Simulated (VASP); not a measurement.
# In4O5 (P1) in VASP: notebook

The runs below take In4O5 through single point, with HSE06.

Program: VASP 6.6.1. These are calculated values, not measurements. Logs are shortened: lines on timing, memory, paths and dates and some standing lists are left out, and cuts for length are marked.

## 1. The cell of the first run

The typed cell holds 9 atoms: a = 5.782 Å, b = 5.782 Å, c = 5.782 Å, α = 56.65°, β = 56.65°, γ = 56.65°.

## 2. Single point, HSE06

Contents of POSCAR:

```
In4O5
1.0
    2.7435000000      1.5839600000      4.8366670000
   -2.7435000000      1.5839600000      4.8366670000
    0.0000000000     -3.1679210000      4.8366670000
In O
4 5
Direct
    0.3638220000      0.3531830000      0.3517750000
    0.1446400000      0.1456990000      0.1427710000
    0.6431650000      0.6340170000      0.6450530000
    0.8548550000      0.8580500000      0.8599180000
    0.5516270000      0.9533020000      0.2519650000
    0.9474860000      0.2410700000      0.5489890000
    0.2479580000      0.5438560000      0.9594030000
    0.4542070000      0.0509720000      0.7511570000
    0.0528960000      0.7510450000      0.4528560000
```

Contents of INCAR.step1:

```
PREC = Accurate
ENCUT = 520
EDIFF = 1E-5
ISMEAR = 0
SIGMA = 0.01
LREAL = F
LASPH = T
NELM = 80
ALGO = Normal
ISIF = 2
LWAVE = T
LCHARG = F
GGA = PE
NBANDS = 51
```

Contents of INCAR.step2:

```
PREC = Accurate
ENCUT = 520
EDIFF = 1E-7
ISMEAR = 0
SIGMA = 0.01
LREAL = F
LASPH = T
NELM = 80
ALGO = Normal
ISIF = 2
LWAVE = F
LCHARG = F
GGA = PE
LHFCALC = T
HFSCREEN = 0.2079
PRECFOCK = Fast
ISTART = 1
NBANDS = 51
```

Contents of KPOINTS:

```
regular mesh
0
Gamma
  1 1 1
```

Potentials or basis: VASP PAW PBE potentials, release 64 (In_d, O).

Command:

```sh
$ cat potpaw_PBE.64/In_d/POTCAR potpaw_PBE.64/O/POTCAR > POTCAR
$ cp INCAR.step1 INCAR
$ mpirun -np 1 vasp_gam > vasp.out
$ cp INCAR.step2 INCAR
$ mpirun -np 1 vasp_gam > vasp.out
```

OUTCAR:

```text
PREC = Accurate
   ENCUT = 520
   EDIFF = 1E-7
   ISMEAR = 0
   LREAL = F
   LASPH = T
   NELM = 80
   ISIF = 2
   GGA = PE
   LHFCALC = T
   HFSCREEN = 0.2079
   PRECFOCK = Fast
   ISTART = 1

 ion  position               nearest neighbor table
   1  0.364  0.353  0.352-   8 2.13   9 2.15   5 2.21   7 2.22   6 2.32   2 3.07   3 3.21   3 3.26
                             3 3.27   2 3.59   2 3.64   2 3.64   4 3.93   4 3.97   4 3.98   4 3.99
   2  0.145  0.146  0.143-   8 2.11   9 2.12   6 2.22   7 2.22   5 2.27   1 3.07   4 3.23   4 3.24
                             4 3.26   1 3.59   1 3.64   1 3.64   3 3.93   3 3.95   3 3.98   3 3.99
   3  0.643  0.634  0.645-   6 2.12   5 2.12   7 2.12   9 2.31   8 2.32   4 3.15   1 3.21   1 3.26
                             1 3.27   4 3.56   4 3.60   4 3.61   2 3.93   2 3.95   2 3.98   2 3.99
   4  0.855  0.858  0.860-   6 2.07   5 2.11   7 2.13   8 2.24   9 2.26   3 3.15   2 3.23   2 3.24
                             2 3.26   3 3.56   3 3.60   3 3.61   1 3.93   1 3.97   1 3.98   1 3.99
   5  0.552  0.953  0.252-   4 2.11   3 2.12   1 2.21   2 2.27
   6  0.947  0.241  0.549-   4 2.07   3 2.12   2 2.22   1 2.32
   7  0.248  0.544  0.959-   3 2.12   4 2.13   2 2.22   1 2.22
   8  0.454  0.051  0.751-   2 2.11   1 2.13   4 2.24   3 2.32
   9  0.053  0.751  0.453-   2 2.12   1 2.15   4 2.26   3 2.31

  LATTYP: Found a trigonal (rhomboedric) cell.
 ALAT       =     5.7817877167
 COS(alpha) =     0.5496858016

  Lattice vectors:

 A1 = (   2.7435000000,   1.5839600000,   4.8366670000)
 A2 = (  -2.7435000000,   1.5839600000,   4.8366670000)
 A3 = (   0.0000000000,  -3.1679210000,   4.8366670000)

Analysis of symmetry for initial positions (statically):
=====================================================================
 Subroutine PRICEL returns:
 Original cell was already a primitive cell.

 Routine SETGRP: Setting up the symmetry group for a
 trigonal (rhombohedral) supercell.

 Subroutine GETGRP returns: Found  1 space group operations
 (whereof  1 operations were pure point group operations)
 out of a pool of 12 trial point group operations.

The static configuration has the point symmetry C_1 .

Analysis of symmetry for dynamics (positions and initial velocities):
=====================================================================
 Subroutine PRICEL returns:
 Original cell was already a primitive cell.

 Routine SETGRP: Setting up the symmetry group for a
[... 112 lines left out ...]
   EFERMI_NEDOS =   21; number of points for ismear=-14 and -15
   IALGO  =     38    algorithm
   IMIX   =      1    mixing-type and parameters
     AMIX     =   0.40;   BMIX     =  1.00
     AMIX_MAG =   1.60;   BMIX_MAG =  1.00
  volume/ion in A,a.u.               =      14.01        94.56
  Fermi-wavevector in a.u.,A,eV,Ry     =   1.418286  2.680172 27.368606  2.011536
  Thomas-Fermi vector in A             =   2.539428
   LORBIT       =      0    0 simple, 1 ext, 2 COOP (PROOUT), +10 PAW based schemes
   GGA     = PE    functional components
   LHFCALC =     T    Hartree Fock is set to
   PRECFOCK=fast      Normal, Fast or Accurate (Low or Medium for compatibility)
   ENCUT4O =  -1.0   cutoff for four orbital integrals eV
   NKREDX  =     1    reduce k-point grid by
   NKREDY  =     1    reduce k-point grid by
   NKREDZ  =     1    reduce k-point grid by
   AEXX    =    0.2500 exact exchange contribution
   HFSCREEN=    0.2079 screening length (either q_TF or 0.3 A-1)
   HFSCREENC=   0.2079 screening length for correlation (either q_TF or 0.3 A-1)
   ENCUTFOCK=  -1.0 apply spherical cutoff to Coloumb kernel
   IVDW    =     0    specifies the selected vdW correction
   LEPSILON=     F    determine dielectric tensor
   LRPA    =     F    only Hartree local field effects (RPA)
 non-spin polarized calculation
 Gauss-broadening in eV      SIGMA  =   0.01
  energy-cutoff  :      520.00
  volume of cell :      126.11
 maximum number of plane-waves:      1680
 NGX is ok and might be reduce to    42
  NGX = 24; NGY = 24; NGZ = 24

 number of electron      81.9999999 magnetization

 Free energy of the ion-electron system (eV)
  ---------------------------------------------------
  ext. energy  EPLUGINS =         0.00000000
  ---------------------------------------------------
  free energy    TOTEN  =       -62.95109773 eV

  energy without entropy =      -62.95109773  energy(sigma->0) =      -62.95109773

 E-fermi :   4.0707     XC(G=0):  -9.0023

 val. band max:        3.9510608707   @ k =   0.0000   0.0000   0.0000
 cond. band min:      10.2255856635   @ k =   0.0000   0.0000   0.0000
 fundamental gap:      6.2745247928
 Fermi energy:         4.0707089079

 k-point     1 :       0.0000    0.0000    0.0000
  band No.  band energies     occupation
      1     -15.0205      2.00000
      2     -14.2648      2.00000
      3     -14.1895      2.00000
      4     -13.9431      2.00000
      5     -13.8495      2.00000
      6      -9.3689      2.00000
[... 43 lines left out ...]
     50      15.6005      0.00000
     51      15.6769      0.00000

------------------------ aborting loop because EDIFF is reached ----------------------------------------

  FORCE on cell =-STRESS in cart. coord.  units (eV):
  Direction    XX          YY          ZZ          XY          YZ          ZX
  --------------------------------------------------------------------------------------
  -------------------------------------------------------------------------------------
  Total        0.2492043      1.5966680     -0.3913329     -0.6010254     -0.9593458     -1.6465783
  in kB        3.1660615     20.2851623     -4.9717607     -7.6358382    -12.1881855    -20.9192572
  external PRESSURE =       6.1598210 kB  Pullay stress =       0.0000000 kB

 VOLUME and BASIS-vectors are now :
 -----------------------------------------------------------------------------
  energy-cutoff  :      520.00
  volume of cell :      126.11
      direct lattice vectors                 reciprocal lattice vectors
     2.743500000  1.583960000  4.836667000     0.182248952  0.105221490  0.068917990
    -2.743500000  1.583960000  4.836667000    -0.182248952  0.105221490  0.068917990
     0.000000000 -3.167921000  4.836667000     0.000000000 -0.210442980  0.068917968

 POSITION                                       TOTAL-FORCE (eV/Angst)
 -----------------------------------------------------------------------------------
      0.02919      0.02131      5.16933        -0.066750     -0.084424      1.009209
     -0.00291      0.00760      2.09481        -0.220236     -0.261993     -0.913828
      0.02510     -0.02047      9.29721        -0.297836      0.587515     -0.109689
     -0.00877     -0.01098     12.44389         0.134437      0.234804      0.152027
     -1.10200      1.58554      8.49751         0.585833      0.108209     -0.025268
      1.93805      0.14347      8.40393        -0.827689      0.229400      0.641521
     -0.81180     -1.78511      8.47005         0.105185     -0.163564      0.068068
      1.10628     -1.57942      6.07648         0.057531     -0.265813     -0.341448
     -1.91537     -0.16120      6.07871         0.529525     -0.384135     -0.480592
 -----------------------------------------------------------------------------------
    total drift:                                0.000127      0.000033      0.000314

  FREE ENERGIE OF THE ION-ELECTRON SYSTEM (eV)
  ---------------------------------------------------
  free  energy   TOTEN  =       -62.9510977253 eV

  energy  without entropy=      -62.9510977253  energy(sigma->0) =      -62.95109773
```

Wall time 48 s (1 thread of Intel Xeon 6975P-C (Granite Rapids), shared host); peak memory 0.41 GiB.

What came out:

```yaml
Free_energy: -62.9511 eV
Pressure: 0.6 GPa
Largest_force: 1.072 eV/Å
Band_gap_on_the_k_mesh: 6.27 eV
```

Forces on the atoms (eV/Å):
```
In  -0.067 -0.084  1.009
In  -0.220 -0.262 -0.914
In  -0.298  0.588 -0.110
In   0.134  0.235  0.152
O    0.586  0.108 -0.025
O   -0.828  0.229  0.642
O    0.105 -0.164  0.068
O    0.058 -0.266 -0.341
O    0.530 -0.384 -0.481
```

Stress tensor (GPa, compression positive):
```
 0.32 -0.76 -2.09
-0.76  2.03 -1.22
-2.09 -1.22 -0.50
```

Caveat: the k points lie up to 1.39 Å⁻¹ apart; the PAW data sets were made with another functional, which shifts forces and pressure a little; spin-orbit coupling is left out, which moves the levels of the heavy elements.

## 3. Single point, HSE06

POSCAR is that of step 2.

Contents of INCAR.step1:

```
SYSTEM = In4O5
  ALGO = Normal
  EDIFF = 1E-5
  ENCUT = 520
  GGA = PE
  ISIF = 2
  ISMEAR = -1
  LASPH = .True.
  LREAL = .False.
  LWAVE = .True.
  NBANDS = 51
  NELM = 100
  PREC = Accurate
  SIGMA = 0.01
```

Contents of INCAR.step2:

```
SYSTEM = In4O5
  ALGO = Normal
  EDIFF = 1E-6
  ENCUT = 520
  GGA = PE
  HFSCREEN = 0.2079
  ISIF = 2
  ISMEAR = -1
  ISTART = 1
  LASPH = .True.
  LCHARG = .True.
  LELF = .True.
  LHFCALC = .True.
  LREAL = .False.
  LVHAR = .True.
  LWAVE = .False.
  NBANDS = 51
  NELM = 100
  PREC = Accurate
  PRECFOCK = Fast
  SIGMA = 0.01
```

Contents of KPOINTS:

```
k-points
0
Gamma
  1 1 1
  0 0 0
```

Potentials or basis: VASP PAW PBE potentials, release 64 (In_d, O).

Command:

```sh
$ cat potpaw_PBE.64/In_d/POTCAR potpaw_PBE.64/O/POTCAR > POTCAR
$ cp INCAR.step1 INCAR
$ mpirun -np 1 vasp_gam > vasp.out
$ cp INCAR.step2 INCAR
$ mpirun -np 1 vasp_gam > vasp.out
```

Run time: 38 s. Hardware: 1 thread of Intel Xeon 6975P-C (Granite Rapids), shared host; peak memory 0.41 GiB.

It converged, with:

```
Free energy            : -62.9511 eV
Pressure               : 0.5 GPa
Largest force          : 1.072 eV/Å
Band gap on the k mesh : 6.27 eV
```

Forces on the atoms (eV/Å):
```
In  -0.067 -0.084  1.009
In  -0.220 -0.262 -0.914
In  -0.298  0.588 -0.110
In   0.134  0.235  0.152
O    0.586  0.108 -0.025
O   -0.828  0.230  0.642
O    0.105 -0.164  0.068
O    0.058 -0.266 -0.341
O    0.530 -0.384 -0.481
```

Stress tensor (GPa, compression positive):
```
 0.25 -0.76 -2.09
-0.76  1.96 -1.22
-2.09 -1.22 -0.56
```

Levels at points of the mesh, in eV from the valence-band top:
```tsv
k point	band 37	band 38	band 39	band 40	band 41	band 42	band 43	band 44	band 45	band 46
(0.00, 0.00, 0.00)	-0.57	-0.29	-0.21	-0.06	0.00	6.27	6.68	7.81	8.05	9.32
```

Caveat: the k points lie up to 1.39 Å⁻¹ apart; the PAW data sets were made with another functional, which shifts forces and pressure a little; spin-orbit coupling is left out, which moves the levels of the heavy elements. A k mesh can miss the band edges.
